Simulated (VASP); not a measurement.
# NaH in VASP: a series of runs

Runs on NaH. Level: HSE06. Tasks: single point.

Program: VASP 6.6.1. These are calculated values, not measurements. Logs are shortened: lines on timing, memory, paths and dates and some standing lists are left out, and cuts for length are marked.

## (1) The cell of the first run

The structure is trigonal, space group R-3m (No. 166). Conventional cell: a = 3.391 Å, b = 3.391 Å, c = 8.388 Å, α = 90.00°, β = 90.00°, γ = 120.00°. Within 3.2 Å of Na (site symmetry -3m) lie 6 H at 2.41 Å. H (site symmetry -3m) has 6 Na at 2.41 Å within 3.2 Å.

## (2) Single point, HSE06 (strain along [111] +1.0%)

POSCAR reads:

```
NaH
1.0
    0.0159834152      2.4134957025      2.4134957025
    2.4134957025      0.0159834152      2.4134957025
    2.4134957025      2.4134957025      0.0159834152
Na H
1 1
Direct
    0.0000000000      0.0000000000      0.0000000000
    0.5000000000      0.5000000000      0.5000000000
```

INCAR.step1 reads:

```
SYSTEM = NaH
PREC = Accurate
ENCUT = 520
EDIFF = 1E-5
ISMEAR = 0
SIGMA = 0.01
LREAL = .False.
LASPH = .True.
NELM = 100
ALGO = Normal
ISIF = 2
LWAVE = .True.
GGA = PE
NBANDS = 11
```

INCAR.step2 reads:

```
SYSTEM = NaH
PREC = Accurate
ENCUT = 520
EDIFF = 1E-6
ISMEAR = 0
SIGMA = 0.01
LREAL = .False.
LASPH = .True.
NELM = 100
ALGO = Normal
ISIF = 2
LWAVE = .False.
LCHARG = .True.
GGA = PE
LHFCALC = .True.
HFSCREEN = 0.2079
PRECFOCK = Normal
LELF = .True.
LVHAR = .True.
ISTART = 1
NBANDS = 11
```

KPOINTS reads:

```
Automatic mesh
0
Gamma
  6 6 6
  0 0 0
```

Potentials or basis: VASP PAW PBE potentials, release 64 (Na_pv, H).

Started as:

```
cat potpaw_PBE.64/Na_pv/POTCAR potpaw_PBE.64/H/POTCAR > POTCAR
cp INCAR.step1 INCAR
mpirun -np 1 vasp_std > vasp.out
cp INCAR.step2 INCAR
mpirun -np 1 vasp_std > vasp.out
```

OUTCAR:

```text
SYSTEM = NaH
   PREC = Accurate
   ENCUT = 520
   EDIFF = 1E-6
   ISMEAR = 0
   LREAL = .False.
   LASPH = .True.
   NELM = 100
   ISIF = 2
   GGA = PE
   LHFCALC = .True.
   HFSCREEN = 0.2079
   PRECFOCK = Normal
   ISTART = 1

 ion  position               nearest neighbor table
   1  0.000  0.000  0.000-
   2  0.500  0.500  0.500-

  LATTYP: Found a trigonal (rhomboedric) cell.
 ALAT       =     3.4132357788
 COS(alpha) =     0.5066114071

  Lattice vectors:

 A1 = (   0.0159834152,   2.4134957025,   2.4134957025)
 A2 = (   2.4134957025,   0.0159834152,   2.4134957025)
 A3 = (   2.4134957025,   2.4134957025,   0.0159834152)

Analysis of symmetry for initial positions (statically):
=====================================================================
 Subroutine PRICEL returns:
 Original cell was already a primitive cell.

 Routine SETGRP: Setting up the symmetry group for a
 trigonal (rhombohedral) supercell.

 Subroutine GETGRP returns: Found 12 space group operations
 (whereof 12 operations were pure point group operations)
 out of a pool of 12 trial point group operations.

The static configuration has the point symmetry D_3d.

Analysis of symmetry for dynamics (positions and initial velocities):
=====================================================================
 Subroutine PRICEL returns:
 Original cell was already a primitive cell.

 Routine SETGRP: Setting up the symmetry group for a
 trigonal (rhombohedral) supercell.

 Subroutine GETGRP returns: Found 12 space group operations
 (whereof 12 operations were pure point group operations)
 out of a pool of 12 trial point group operations.

The dynamic configuration has the point symmetry D_3d.

 Subroutine INISYM returns: Found 12 space group operations
 (whereof 12 operations are pure point group operations),
 and found     1 'primitive' translations

----------------------------------------------------------------------------------------

                                     Primitive cell

  volume of cell :      27.8377

  direct lattice vectors                    reciprocal lattice vectors
     0.015983415  2.413495703  2.413495703    -0.209237787  0.207861222  0.207861222
     2.413495703  0.015983415  2.413495703     0.207861222 -0.209237787  0.207861222
     2.413495703  2.413495703  0.015983415     0.207861222  0.207861222 -0.209237787

  length of vectors
     3.413235779  3.413235779  3.413235779     0.360822709  0.360822709  0.360822709

  position of ions in fractional coordinates (direct lattice)
     0.000000000  0.000000000  0.000000000
     0.500000000  0.500000000  0.500000000

  ion indices of the primitive-cell ions
   primitive index   ion index
                 1           1
                 2           2

----------------------------------------------------------------------------------------

 KPOINTS: Automatic mesh

Automatic generation of k-mesh.
 Grid dimensions read from file:
 generate k-points for:    6    6    6

 Generating k-lattice:

  Cartesian coordinates                     Fractional coordinates (reciprocal lattice)
    -0.034872964  0.034643537  0.034643537     0.166666667  0.000000000  0.000000000
     0.034643537 -0.034872964  0.034643537     0.000000000  0.166666667  0.000000000
     0.034643537  0.034643537 -0.034872964     0.000000000  0.000000000  0.166666667

  Length of vectors
     0.060137118  0.060137118  0.060137118

  Shift w.r.t. Gamma in fractional coordinates (k-lattice)
     0.000000000  0.000000000  0.000000000

 Subroutine IBZKPT returns following result:
 ===========================================

 Found     32 irreducible k-points:

 Following reciprocal coordinates:
            Coordinates               Weight
  0.000000  0.000000  0.000000      1.000000
  0.166667 -0.000000 -0.000000      6.000000
  0.333333  0.000000 -0.000000      6.000000
  0.500000  0.000000  0.000000      3.000000
  0.166667  0.166667 -0.000000      6.000000
  0.333333  0.166667 -0.000000     12.000000
[... 16 lines left out ...]
  0.500000  0.500000  0.166667      6.000000
 -0.333333  0.500000  0.166667     12.000000
 [... further k-points ...]
   k-points           NKPTS =     32   k-points in BZ     NKDIM =    216   number of bands    NBANDS=     11
   number of dos      NEDOS =    301   number of ions     NIONS =      2
   total plane-waves  NPLWV =  21952
   dimension x,y,z NGX =    28 NGY =   28 NGZ =   28
   dimension x,y,z NGXF=    56 NGYF=   56 NGZF=   56
   ions per type =               1   1
   NGX,Y,Z   is equivalent  to a cutoff of  13.64, 13.64, 13.64 a.u.
   NGXF,Y,Z  is equivalent  to a cutoff of  27.28, 27.28, 27.28 a.u.
 SYSTEM =  NaH
   PREC   = accura    normal or accurate (medium, high low for compatibility)
   ISTART =      1    job   : 0-new  1-cont  2-samecut
   ICHARG =      0    charge: 1-file 2-atom 10-const
   ISPIN  =      1    spin polarized calculation?
   LNONCOLLINEAR =      F non collinear calculations
   LSORBIT =      F    spin-orbit coupling
   LASPH  =      T    aspherical Exc in radial PAW
   ENCUT  =  520.0 eV  38.22 Ry    6.18 a.u.   6.35  6.35  6.35*2*pi/ulx,y,z
   NELM   =    100;   NELMIN=  2; NELMDL=  0     # of ELM steps
   EDIFF  = 0.1E-05   stopping-criterion for ELM
   LREAL  =      F    real-space projection
   EDIFFG = 0.1E-04   stopping-criterion for IOM
   NSW    =      0    number of steps for IOM
   IBRION =     -1    ionic relax: 0-MD 1-quasi-New 2-CG
   NFREE  =      0    steps in history (QN), initial steepest desc. (CG)
   ISIF   =      2    stress and relaxation
   ISYM   =      3    0-nonsym 1-usesym 2-fastsym
   POTIM  = 0.5000    time-step for ionic-motion
   TEBEG  =    0.0;   TEEND  =   0.0 temperature during run
   PSTRESS=    0.0 pullay stress
   NELECT =       8.0000    total number of electrons
   NUPDOWN=      -1.0000    fix difference up-down
   EMIN   =  10.00;   EMAX   =-10.00  energy-range for DOS
   EFERMI =   0.00;   METHOD = LEGACY
   ISMEAR =     0;   SIGMA  =   0.01  broadening in eV -4-tet -1-fermi 0-gaus
   EFERMI_NEDOS =   21; number of points for ismear=-14 and -15
   IALGO  =     38    algorithm
   IMIX   =      1    mixing-type and parameters
     AMIX     =   0.40;   BMIX     =  1.00
     AMIX_MAG =   1.60;   BMIX_MAG =  1.00
  volume/ion in A,a.u.               =      13.92        93.93
  Fermi-wavevector in a.u.,A,eV,Ry     =   1.080339  2.041545 15.879810  1.167133
  Thomas-Fermi vector in A             =   2.216328
   LORBIT       =      0    0 simple, 1 ext, 2 COOP (PROOUT), +10 PAW based schemes
   GGA     = PE    functional components
   LHFCALC =     T    Hartree Fock is set to
   PRECFOCK=normal    Normal, Fast or Accurate (Low or Medium for compatibility)
   ENCUT4O =  -1.0   cutoff for four orbital integrals eV
   NKREDX  =     1    reduce k-point grid by
   NKREDY  =     1    reduce k-point grid by
   NKREDZ  =     1    reduce k-point grid by
   AEXX    =    0.2500 exact exchange contribution
   HFSCREEN=    0.2079 screening length (either q_TF or 0.3 A-1)
   HFSCREENC=   0.2079 screening length for correlation (either q_TF or 0.3 A-1)
   ENCUTFOCK=  -1.0 apply spherical cutoff to Coloumb kernel
   IVDW    =     0    specifies the selected vdW correction
   LEPSILON=     F    determine dielectric tensor
   LRPA    =     F    only Hartree local field effects (RPA)
 non-spin polarized calculation
 Gauss-broadening in eV      SIGMA  =   0.01
  energy-cutoff  :      520.00
  volume of cell :       27.84
 maximum number of plane-waves:       760
 NGX is ok and might be reduce to    28
  NGX = 20; NGY = 20; NGZ = 20

 number of electron       7.9999995 magnetization

 Free energy of the ion-electron system (eV)
  ---------------------------------------------------
  ext. energy  EPLUGINS =         0.00000000
  ---------------------------------------------------
  free energy    TOTEN  =        -5.76267288 eV

  energy without entropy =       -5.76267288  energy(sigma->0) =       -5.76267288

 E-fermi :  -1.7547     XC(G=0):  -6.5526

 val. band max:       -1.8595282965   @ k =  -0.3333   0.5000   0.1667
 cond. band min:       2.9514646261   @ k =   0.5000   0.5000   0.5000
 fundamental gap:      4.8109929226
 Fermi energy:        -1.7546796619

 k-point     1 :       0.0000    0.0000    0.0000
  band No.  band energies     occupation
      1     -26.1844      2.00000
      2     -26.1844      2.00000
      3     -26.1830      2.00000
      4      -5.8052      2.00000
      5      10.2776      0.00000
      6      15.1271      0.00000
      7      15.3638      0.00000
      8      15.3638      0.00000
      9      16.1369      0.00000
     10      16.4022      0.00000
     11      16.4022      0.00000

 k-point     2 :       0.1667   -0.0000   -0.0000
  band No.  band energies     occupation
      1     -26.2080      2.00000
      2     -26.1872      2.00000
      3     -26.1857      2.00000
      4      -5.2713      2.00000
      5       8.5440      0.00000
      6      11.9924      0.00000
      7      14.0833      0.00000
      8      14.2651      0.00000
      9      17.3699      0.00000
     10      17.5435      0.00000
     11      17.7746      0.00000

 k-point     3 :       0.3333    0.0000   -0.0000
  band No.  band energies     occupation
      1     -26.2547      2.00000
      2     -26.1929      2.00000
      3     -26.1909      2.00000
      4      -3.8602      2.00000
      5       4.9727      0.00000
      6      10.7219      0.00000
      7      13.2391      0.00000
      8      13.3867      0.00000
      9      16.6040      0.00000
     10      16.6998      0.00000
     11      18.8799      0.00000

 k-point     4 :       0.5000    0.0000    0.0000
  band No.  band energies     occupation
      1     -26.2777      2.00000
      2     -26.1957      2.00000
      3     -26.1935      2.00000
      4      -2.7539      2.00000
      5       3.0326      0.00000
      6      10.4134      0.00000
      7      12.9635      0.00000
      8      13.0946      0.00000
      9      16.0721      0.00000
     10      16.1865      0.00000
     11      18.7060      0.00000

 k-point     5 :       0.1667    0.1667   -0.0000
  band No.  band energies     occupation
      1     -26.2067      2.00000
      2     -26.1919      2.00000
      3     -26.1910      2.00000
      4      -5.1041      2.00000
      5       8.4893      0.00000
      6      12.3503      0.00000
      7      12.5920      0.00000
      8      12.7315      0.00000
      9      16.3749      0.00000
     10      18.5023      0.00000
     11      20.2269      0.00000
[... 211 lines left out ...]
 k-point    21 :      -0.3333    0.3333    0.1667
  band No.  band energies     occupation
      1     -26.2540      2.00000
      2     -26.2264      2.00000
      3     -26.2079      2.00000
      4      -2.0931      2.00000
      5       4.4220      0.00000
      6       6.2523      0.00000
      7       9.3967      0.00000
      8      15.3009      0.00000
      9      16.4469      0.00000
     10      18.9206      0.00000
     11      20.9194      0.00000

 k-point    22 :      -0.1667    0.3333    0.1667
  band No.  band energies     occupation
      1     -26.2522      2.00000
      2     -26.2178      2.00000
      3     -26.2015      2.00000
      4      -2.8608      2.00000
      5       5.1426      0.00000
      6       7.1918      0.00000
      7      10.2464      0.00000
      8      15.1587      0.00000
      9      15.3724      0.00000
     10      17.7006      0.00000
     11      21.7833      0.00000

 k-point    23 :       0.5000    0.5000    0.1667
  band No.  band energies     occupation
      1     -26.2550      2.00000
      2     -26.2208      2.00000
      3     -26.2095      2.00000
      4      -2.2940      2.00000
      5       4.4672      0.00000
      6       7.2054      0.00000
      7      10.7599      0.00000
      8      11.3897      0.00000
      9      14.6503      0.00000
     10      21.7338      0.00000
     11      22.5379      0.00000

 k-point    24 :      -0.3333    0.5000    0.1667
  band No.  band energies     occupation
      1     -26.2517      2.00000
      2     -26.2266      2.00000
      3     -26.2164      2.00000
      4      -1.8595      2.00000
      5       4.5357      0.00000
      6       6.5101      0.00000
      7       8.2732      0.00000
      8      14.6020      0.00000
      9      14.9822      0.00000
     10      20.6688      0.00000
     11      20.9029      0.00000

 [... further k-points ...]

------------------------ aborting loop because EDIFF is reached ----------------------------------------

  FORCE on cell =-STRESS in cart. coord.  units (eV):
  Direction    XX          YY          ZZ          XY          YZ          ZX
  --------------------------------------------------------------------------------------
  -------------------------------------------------------------------------------------
  Total       -0.0135256     -0.0135256     -0.0135256     -0.0275798     -0.0275798     -0.0275798
  in kB       -0.7784522     -0.7784522     -0.7784522     -1.5873323     -1.5873323     -1.5873323
  external PRESSURE =      -0.7784522 kB  Pullay stress =       0.0000000 kB

 VOLUME and BASIS-vectors are now :
 -----------------------------------------------------------------------------
  energy-cutoff  :      520.00
  volume of cell :       27.84
      direct lattice vectors                 reciprocal lattice vectors
     0.015983415  2.413495703  2.413495703    -0.209237787  0.207861222  0.207861222
     2.413495703  0.015983415  2.413495703     0.207861222 -0.209237787  0.207861222
     2.413495703  2.413495703  0.015983415     0.207861222  0.207861222 -0.209237787

 POSITION                                       TOTAL-FORCE (eV/Angst)
 -----------------------------------------------------------------------------------
      0.00000      0.00000      0.00000        -0.000000      0.000000     -0.000000
      2.42149      2.42149      2.42149         0.000000     -0.000000      0.000000
 -----------------------------------------------------------------------------------
    total drift:                                0.000086      0.000107      0.000094

  FREE ENERGIE OF THE ION-ELECTRON SYSTEM (eV)
  ---------------------------------------------------
  free  energy   TOTEN  =        -5.7626728829 eV

  energy  without entropy=       -5.7626728829  energy(sigma->0) =       -5.76267288
```

It took 9.8 min on 1 thread of Intel Xeon Platinum 8488C (Sapphire Rapids), shared host; peak memory 0.26 GiB.

What came out:

* Free energy: -5.7627 eV
* Pressure: -0.1 GPa
* Band gap on the k mesh: 4.81 eV (least direct gap 5.77 eV)

Stress tensor (GPa, compression positive):
```
-0.08 -0.16 -0.16
-0.16 -0.08 -0.16
-0.16 -0.16 -0.08
```

Caveat: the cell differs from its parent crystal (strain along [111] +1.0%); the structure was generated, so it needn't be the stable form of NaH; the PAW data sets were made with another functional, which shifts forces and pressure a little. A k mesh can miss the band edges.

## (3) Single point, HSE06 (shear xy strain +5.0%)

POSCAR reads:

```
NaH
1.0
    0.0599378072      2.3975122873      2.3975122873
    2.3975122873      0.0599378072      2.3975122873
    2.4574500944      2.4574500944     -0.0000000001
Na H
1 1
Direct
    0.0000000000      0.0000000000      0.0000000000
    0.5000000000      0.5000000000      0.5000000000
```

INCAR.step1 reads:

```
SYSTEM = NaH
ALGO     = Normal         ! electronic algorithm
EDIFF    = 1E-5           ! SCF threshold, eV
ENCUT    = 520            ! plane-wave cutoff, eV
GGA      = PE             ! functional
ISIF     = 2              ! what is computed and relaxed
ISMEAR   = 0              ! smearing method
LASPH    = .True.         ! aspherical terms in the spheres
LCHARG   = .False.        ! write CHGCAR
LREAL    = .False.        ! projectors in reciprocal space
LWAVE    = .True.         ! write WAVECAR
NBANDS   = 11             ! bands
NELM     = 60             ! most SCF steps
PREC     = Accurate       ! precision mode
SIGMA    = 0.01           ! smearing width, eV
```

INCAR.step2 reads:

```
SYSTEM = NaH
ALGO     = Normal         ! electronic algorithm
EDIFF    = 1E-7           ! SCF threshold, eV
ENCUT    = 520            ! plane-wave cutoff, eV
GGA      = PE             ! functional
HFSCREEN = 0.2079         ! screening, 1/A
ISIF     = 2              ! what is computed and relaxed
ISMEAR   = 0              ! smearing method
ISTART   = 1            
LASPH    = .True.         ! aspherical terms in the spheres
LCHARG   = .False.        ! write CHGCAR
LHFCALC  = .True.         ! exact exchange
LREAL    = .False.        ! projectors in reciprocal space
LWAVE    = .False.        ! write WAVECAR
NBANDS   = 11             ! bands
NELM     = 60             ! most SCF steps
PREC     = Accurate       ! precision mode
PRECFOCK = Normal       
SIGMA    = 0.01           ! smearing width, eV
```

KPOINTS reads:

```
k-points
0
Gamma
  6 6 6
  0 0 0
```

Potentials or basis: VASP PAW PBE potentials, release 64 (Na_pv, H).

Started as:

```
cat potpaw_PBE.64/Na_pv/POTCAR potpaw_PBE.64/H/POTCAR > POTCAR
cp INCAR.step1 INCAR
mpirun -np 1 vasp_std > vasp.out
cp INCAR.step2 INCAR
mpirun -np 1 vasp_std > vasp.out
```

Run time: 20 min. Hardware: 1 thread of Intel Xeon Platinum 8488C (Sapphire Rapids), shared host; peak memory 0.26 GiB.

Results (log left out):

* Free energy: -5.7576 eV
* Pressure: 0.2 GPa
* Band gap on the k mesh: 4.73 eV (least direct gap 5.78 eV)

Stress tensor (GPa, compression positive):
```
 0.21 -1.18  0.00
-1.18  0.21  0.00
 0.00  0.00  0.12
```

Levels at points of the mesh, in eV from the valence-band top:
```tsv
k point	band 1	band 2	band 3	band 4	band 5	band 6	band 7	band 8	band 9
(0.00, 0.00, 0.00)	-24.32	-24.32	-24.32	-3.99	12.20	16.63	17.27	17.69	17.84
(0.50, 0.00, 0.00)	-24.43	-24.34	-24.33	-0.80	5.04	12.18	14.51	14.98	17.65
(0.50, 0.50, 0.00)	-24.40	-24.35	-24.35	-0.15	5.75	11.30	11.54	12.85	13.67
(0.00, 0.00, 0.50)	-24.41	-24.33	-24.33	-1.04	4.73	12.55	14.97	15.50	18.22
(0.50, 0.00, 0.50)	-24.41	-24.35	-24.35	-0.14	5.76	11.39	12.18	12.18	13.54
```

Caveat: the cell differs from its parent crystal (shear xy strain +5.0%); the structure was generated, so it needn't be the stable form of NaH; the PAW data sets were made with another functional, which shifts forces and pressure a little.
